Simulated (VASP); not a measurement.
# H4C in VASP: further runs

H4C is run at these levels: HSE06; tasks: single point.

Everything below comes from runs of VASP 6.6.1. Logs are shortened: lines on timing, memory, paths and dates and some standing lists are left out, and cuts for length are marked.

### Step 1. The cell of the first run

Symmetry: I-43m, No. 217, cubic system. The conventional cell has a = 4.505 Å, b = 4.505 Å, c = 4.505 Å, α = 90.00°, β = 90.00°, γ = 90.00°. Within 1.5 Å of H (site symmetry 3m) lie 1 C at 1.09 Å. C (site symmetry -43m) has 4 H at 1.09 Å within 1.5 Å.

### Step 2. Single point, HSE06

POSCAR

```
H4C
1.0
   -2.2526877391      2.2526877391      2.2526877391
    2.2526877391     -2.2526877391      2.2526877391
    2.2526877391      2.2526877391     -2.2526877391
H C
4 1
Direct
    0.0000000000      0.0000000000      0.7209276364
    0.7209276364      0.0000000000      0.0000000000
    0.0000000000      0.7209276364      0.0000000000
    0.2790723636      0.2790723636      0.2790723636
    0.0000000000      0.0000000000      0.0000000000
```

INCAR.step1

```
PREC = Accurate
ENCUT = 520
EDIFF = 1E-5
ISMEAR = 0
SIGMA = 0.01
LREAL = F
LASPH = T
NELM = 60
ALGO = Normal
ISIF = 2
LWAVE = T
GGA = PE
NBANDS = 12
```

INCAR.step2

```
PREC = Accurate
ENCUT = 520
EDIFF = 1E-6
ISMEAR = 0
SIGMA = 0.01
LREAL = F
LASPH = T
NELM = 60
ALGO = Normal
ISIF = 2
LWAVE = F
LCHARG = T
GGA = PE
LHFCALC = T
HFSCREEN = 0.2079
PRECFOCK = Fast
LELF = T
LVHAR = T
ISTART = 1
NBANDS = 12
```

KPOINTS

```
regular mesh
0
Gamma
  4 4 4
```

Potentials or basis: VASP PAW PBE potentials, release 64 (H, C).

Launch:

```console
$ cat potpaw_PBE.64/H/POTCAR potpaw_PBE.64/C/POTCAR > POTCAR
$ cp INCAR.step1 INCAR
$ mpirun -np 1 vasp_std > vasp.out
$ cp INCAR.step2 INCAR
$ mpirun -np 1 vasp_std > vasp.out
```

OUTCAR:

```text
PREC = Accurate
   ENCUT = 520
   EDIFF = 1E-6
   ISMEAR = 0
   LREAL = F
   LASPH = T
   NELM = 60
   ISIF = 2
   GGA = PE
   LHFCALC = T
   HFSCREEN = 0.2079
   PRECFOCK = Fast
   ISTART = 1

 ion  position               nearest neighbor table
   1  0.000  0.000  0.721-   5 1.09
   2  0.721  0.000  0.000-   5 1.09
   3  0.000  0.721  0.000-   5 1.09
   4  0.279  0.279  0.279-   5 1.09
   5  0.000  0.000  0.000-   1 1.09   2 1.09   3 1.09   4 1.09

  LATTYP: Found a body centered cubic cell.
 ALAT       =     4.5053754782

  Lattice vectors:

 A1 = (  -2.2526877391,   2.2526877391,   2.2526877391)
 A2 = (   2.2526877391,  -2.2526877391,   2.2526877391)
 A3 = (   2.2526877391,   2.2526877391,  -2.2526877391)

Analysis of symmetry for initial positions (statically):
=====================================================================
 Subroutine PRICEL returns:
 Original cell was already a primitive cell.

 Routine SETGRP: Setting up the symmetry group for a
 body centered cubic supercell.

 Subroutine GETGRP returns: Found 24 space group operations
 (whereof 24 operations were pure point group operations)
 out of a pool of 48 trial point group operations.

The static configuration has the point symmetry T_d .

Analysis of symmetry for dynamics (positions and initial velocities):
=====================================================================
 Subroutine PRICEL returns:
 Original cell was already a primitive cell.

 Routine SETGRP: Setting up the symmetry group for a
 body centered cubic supercell.

 Subroutine GETGRP returns: Found 24 space group operations
 (whereof 24 operations were pure point group operations)
 out of a pool of 48 trial point group operations.

The dynamic configuration has the point symmetry T_d .

 Subroutine INISYM returns: Found 24 space group operations
 (whereof 24 operations are pure point group operations),
 and found     1 'primitive' translations

----------------------------------------------------------------------------------------

                                     Primitive cell

  volume of cell :      45.7260

  direct lattice vectors                    reciprocal lattice vectors
    -2.252687739  2.252687739  2.252687739     0.000000000  0.221957083  0.221957083
     2.252687739 -2.252687739  2.252687739     0.221957083  0.000000000  0.221957083
     2.252687739  2.252687739 -2.252687739     0.221957083  0.221957083  0.000000000

  length of vectors
     3.901769618  3.901769618  3.901769618     0.313894717  0.313894717  0.313894717

  position of ions in fractional coordinates (direct lattice)
     0.000000000  0.000000000  0.720927636
     0.720927636  0.000000000  0.000000000
     0.000000000  0.720927636  0.000000000
     0.279072364  0.279072364  0.279072364
     0.000000000  0.000000000  0.000000000

  ion indices of the primitive-cell ions
   primitive index   ion index
                 1           1
                 2           2
                 3           3
                 4           4
                 5           5

----------------------------------------------------------------------------------------

 KPOINTS: regular mesh

Automatic generation of k-mesh.
 Grid dimensions read from file:
 generate k-points for:    4    4    4

 Generating k-lattice:

  Cartesian coordinates                     Fractional coordinates (reciprocal lattice)
     0.000000000  0.055489271  0.055489271     0.250000000  0.000000000  0.000000000
     0.055489271  0.000000000  0.055489271     0.000000000  0.250000000  0.000000000
     0.055489271  0.055489271  0.000000000     0.000000000  0.000000000  0.250000000

  Length of vectors
     0.078473679  0.078473679  0.078473679

  Shift w.r.t. Gamma in fractional coordinates (k-lattice)
     0.000000000  0.000000000  0.000000000

 Subroutine IBZKPT returns following result:
 ===========================================

 Found      8 irreducible k-points:

 Following reciprocal coordinates:
            Coordinates               Weight
  0.000000  0.000000  0.000000      1.000000
  0.250000  0.000000  0.000000     12.000000
  0.500000  0.000000  0.000000      6.000000
  0.250000  0.250000  0.000000     24.000000
  0.250000  0.250000  0.250000      2.000000
 -0.250000  0.250000  0.250000      6.000000
  0.500000  0.500000  0.250000     12.000000
  0.500000  0.500000  0.500000      1.000000
   k-points           NKPTS =      8   k-points in BZ     NKDIM =     64   number of bands    NBANDS=     12
   number of dos      NEDOS =    301   number of ions     NIONS =      5
   total plane-waves  NPLWV =  27000
   dimension x,y,z NGX =    30 NGY =   30 NGZ =   30
   dimension x,y,z NGXF=    60 NGYF=   60 NGZF=   60
   ions per type =               4   1
   NGX,Y,Z   is equivalent  to a cutoff of  12.78, 12.78, 12.78 a.u.
   NGXF,Y,Z  is equivalent  to a cutoff of  25.56, 25.56, 25.56 a.u.
 SYSTEM =  unknown system
   PREC   = accura    normal or accurate (medium, high low for compatibility)
   ISTART =      1    job   : 0-new  1-cont  2-samecut
   ICHARG =      0    charge: 1-file 2-atom 10-const
   ISPIN  =      1    spin polarized calculation?
   LNONCOLLINEAR =      F non collinear calculations
   LSORBIT =      F    spin-orbit coupling
   LASPH  =      T    aspherical Exc in radial PAW
   ENCUT  =  520.0 eV  38.22 Ry    6.18 a.u.   7.25  7.25  7.25*2*pi/ulx,y,z
   NELM   =     60;   NELMIN=  2; NELMDL=  0     # of ELM steps
   EDIFF  = 0.1E-05   stopping-criterion for ELM
   LREAL  =      F    real-space projection
   EDIFFG = 0.1E-04   stopping-criterion for IOM
   NSW    =      0    number of steps for IOM
   IBRION =     -1    ionic relax: 0-MD 1-quasi-New 2-CG
   NFREE  =      0    steps in history (QN), initial steepest desc. (CG)
   ISIF   =      2    stress and relaxation
   ISYM   =      3    0-nonsym 1-usesym 2-fastsym
   POTIM  = 0.5000    time-step for ionic-motion
   TEBEG  =    0.0;   TEEND  =   0.0 temperature during run
   PSTRESS=    0.0 pullay stress
   NELECT =       8.0000    total number of electrons
   NUPDOWN=      -1.0000    fix difference up-down
   EMIN   =  10.00;   EMAX   =-10.00  energy-range for DOS
   EFERMI =   0.00;   METHOD = LEGACY
   ISMEAR =     0;   SIGMA  =   0.01  broadening in eV -4-tet -1-fermi 0-gaus
   EFERMI_NEDOS =   21; number of points for ismear=-14 and -15
   IALGO  =     38    algorithm
   IMIX   =      1    mixing-type and parameters
     AMIX     =   0.40;   BMIX     =  1.00
     AMIX_MAG =   1.60;   BMIX_MAG =  1.00
  volume/ion in A,a.u.               =       9.15        61.71
  Fermi-wavevector in a.u.,A,eV,Ry     =   0.915624  1.730278 11.406680  0.838367
  Thomas-Fermi vector in A             =   2.040387
   LORBIT       =      0    0 simple, 1 ext, 2 COOP (PROOUT), +10 PAW based schemes
   GGA     = PE    functional components
   LHFCALC =     T    Hartree Fock is set to
   PRECFOCK=fast      Normal, Fast or Accurate (Low or Medium for compatibility)
   ENCUT4O =  -1.0   cutoff for four orbital integrals eV
   NKREDX  =     1    reduce k-point grid by
   NKREDY  =     1    reduce k-point grid by
   NKREDZ  =     1    reduce k-point grid by
   AEXX    =    0.2500 exact exchange contribution
   HFSCREEN=    0.2079 screening length (either q_TF or 0.3 A-1)
   HFSCREENC=   0.2079 screening length for correlation (either q_TF or 0.3 A-1)
   ENCUTFOCK=  -1.0 apply spherical cutoff to Coloumb kernel
   IVDW    =     0    specifies the selected vdW correction
   LEPSILON=     F    determine dielectric tensor
   LRPA    =     F    only Hartree local field effects (RPA)
 non-spin polarized calculation
 Gauss-broadening in eV      SIGMA  =   0.01
  energy-cutoff  :      520.00
  volume of cell :       45.73
 maximum number of plane-waves:      1264
 NGX is ok and might be reduce to    30
  NGX = 18; NGY = 18; NGZ = 18

 number of electron       7.9999999 magnetization

 Free energy of the ion-electron system (eV)
  ---------------------------------------------------
  ext. energy  EPLUGINS =         0.00000000
  ---------------------------------------------------
  free energy    TOTEN  =       -27.57941506 eV

  energy without entropy =      -27.57941506  energy(sigma->0) =      -27.57941506

 E-fermi :  -7.0651     XC(G=0):  -5.6224

 val. band max:       -7.1153877558   @ k =   0.0000   0.0000   0.0000
 cond. band min:       2.3423268948   @ k =   0.0000   0.0000   0.0000
 fundamental gap:      9.4577146506
 Fermi energy:        -7.0650912058

 k-point     1 :       0.0000    0.0000    0.0000
  band No.  band energies     occupation
      1     -16.7753      2.00000
      2      -7.1154      2.00000
      3      -7.1154      2.00000
      4      -7.1154      2.00000
      5       2.3423      0.00000
      6       7.2450      0.00000
      7       7.2450      0.00000
      8       7.2450      0.00000
      9      12.2043      0.00000
     10      12.2043      0.00000
     11      12.7544      0.00000
     12      12.7544      0.00000

 k-point     2 :       0.2500    0.0000    0.0000
  band No.  band energies     occupation
      1     -16.5254      2.00000
      2      -7.9170      2.00000
      3      -7.3835      2.00000
      4      -7.1333      2.00000
      5       3.4421      0.00000
      6       6.3030      0.00000
      7       6.6259      0.00000
      8       8.8516      0.00000
      9      10.5482      0.00000
     10      11.0753      0.00000
     11      15.3507      0.00000
     12      15.3867      0.00000

 k-point     3 :       0.5000    0.0000    0.0000
  band No.  band energies     occupation
      1     -16.2444      2.00000
      2      -8.6680      2.00000
      3      -7.6298      2.00000
      4      -7.1520      2.00000
      5       4.1309      0.00000
      6       5.6604      0.00000
      7       6.5973      0.00000
      8      11.2816      0.00000
      9      11.3377      0.00000
     10      12.0787      0.00000
     11      12.5889      0.00000
     12      13.9968      0.00000

 k-point     4 :       0.2500    0.2500    0.0000
  band No.  band energies     occupation
      1     -16.2480      2.00000
      2      -8.3947      2.00000
      3      -7.8121      2.00000
      4      -7.3043      2.00000
      5       4.6963      0.00000
      6       5.8853      0.00000
      7       6.0555      0.00000
      8      10.2611      0.00000
      9      10.5448      0.00000
     10      12.5482      0.00000
     11      13.7001      0.00000
     12      14.6744      0.00000

 k-point     5 :       0.2500    0.2500    0.2500
  band No.  band energies     occupation
      1     -16.1917      2.00000
      2      -7.9445      2.00000
      3      -7.9445      2.00000
      4      -7.9445      2.00000
      5       5.6854      0.00000
      6       5.6854      0.00000
      7       5.6854      0.00000
      8       9.3718      0.00000
      9      13.6281      0.00000
     10      13.6281      0.00000
     11      13.6281      0.00000
     12      14.6499      0.00000

 k-point     6 :      -0.2500    0.2500    0.2500
  band No.  band energies     occupation
      1     -16.3094      2.00000
      2      -7.9469      2.00000
      3      -7.6749      2.00000
      4      -7.6749      2.00000
      5       4.4674      0.00000
      6       6.9360      0.00000
      7       7.4125      0.00000
      8       7.4125      0.00000
      9       8.7188      0.00000
     10      11.4631      0.00000
     11      15.1504      0.00000
     12      16.9115      0.00000

 k-point     7 :       0.5000    0.5000    0.2500
  band No.  band energies     occupation
      1     -16.0716      2.00000
      2      -8.4529      2.00000
      3      -7.9405      2.00000
      4      -7.7060      2.00000
      5       5.3117      0.00000
      6       5.8673      0.00000
      7       7.2930      0.00000
      8       7.9282      0.00000
      9      10.6678      0.00000
     10      11.7951      0.00000
     11      13.3720      0.00000
     12      14.6390      0.00000

 k-point     8 :       0.5000    0.5000    0.5000
  band No.  band energies     occupation
      1     -15.8849      2.00000
      2      -8.2219      2.00000
      3      -8.2219      2.00000
      4      -8.2219      2.00000
      5       5.0731      0.00000
      6       5.0731      0.00000
      7       9.7078      0.00000
      8       9.7078      0.00000
      9       9.7078      0.00000
     10      12.9212      0.00000
     11      12.9212      0.00000
     12      13.0194      0.00000

------------------------ aborting loop because EDIFF is reached ----------------------------------------

  FORCE on cell =-STRESS in cart. coord.  units (eV):
  Direction    XX          YY          ZZ          XY          YZ          ZX
  --------------------------------------------------------------------------------------
  -------------------------------------------------------------------------------------
  Total        0.1804407      0.1804407      0.1804407      0.0000000      0.0000000     -0.0000000
  in kB        6.3224018      6.3224018      6.3224018      0.0000000      0.0000000     -0.0000000
  external PRESSURE =       6.3224018 kB  Pullay stress =       0.0000000 kB

 VOLUME and BASIS-vectors are now :
 -----------------------------------------------------------------------------
  energy-cutoff  :      520.00
  volume of cell :       45.73
      direct lattice vectors                 reciprocal lattice vectors
    -2.252687739  2.252687739  2.252687739     0.000000000  0.221957083  0.221957083
     2.252687739 -2.252687739  2.252687739     0.221957083  0.000000000  0.221957083
     2.252687739  2.252687739 -2.252687739     0.221957083  0.221957083  0.000000000

 POSITION                                       TOTAL-FORCE (eV/Angst)
 -----------------------------------------------------------------------------------
      1.62402      1.62402     -1.62402         0.006059      0.006059     -0.006059
     -1.62402      1.62402      1.62402        -0.006059      0.006059      0.006059
      1.62402     -1.62402      1.62402         0.006059     -0.006059      0.006059
      0.62866      0.62866      0.62866        -0.006059     -0.006059     -0.006059
      0.00000      0.00000      0.00000         0.000000      0.000000     -0.000000
 -----------------------------------------------------------------------------------
    total drift:                               -0.000003      0.000001     -0.000002

  FREE ENERGIE OF THE ION-ELECTRON SYSTEM (eV)
  ---------------------------------------------------
  free  energy   TOTEN  =       -27.5794150616 eV

  energy  without entropy=      -27.5794150616  energy(sigma->0) =      -27.57941506
```

Wall time 59 s (1 thread of AMD EPYC 7R13 (Zen 3), shared host); peak memory 0.23 GiB.

Results:

```
Free energy            : -27.5794 eV
Pressure               : 0.6 GPa
Largest force          : 0.010 eV/Å
Band gap on the k mesh : 9.46 eV, direct
```

Forces in eV/Å, atoms in the order of the input:
```
H    0.006  0.006 -0.006
H   -0.006  0.006  0.006
H    0.006 -0.006  0.006
H   -0.006 -0.006 -0.006
C    0.000  0.000  0.000
```

Levels at points of the mesh, in eV from the valence-band top:
| k point | band 1 | band 2 | band 3 | band 4 | band 5 | band 6 | band 7 | band 8 |
| --- | --- | --- | --- | --- | --- | --- | --- | --- |
| (0.00, 0.00, 0.00) | -9.66 | 0.00 | 0.00 | 0.00 | 9.46 | 14.36 | 14.36 | 14.36 |
| (0.50, 0.00, 0.00) | -9.13 | -1.55 | -0.51 | -0.04 | 11.25 | 12.78 | 13.71 | 18.40 |
| (0.50, 0.50, 0.50) | -8.77 | -1.11 | -1.11 | -1.11 | 12.19 | 12.19 | 16.82 | 16.82 |

Caveat: the k points lie up to 0.49 Å⁻¹ apart; the PAW data sets were made with another functional, which shifts forces and pressure a little.

[end of part 1 of 2]
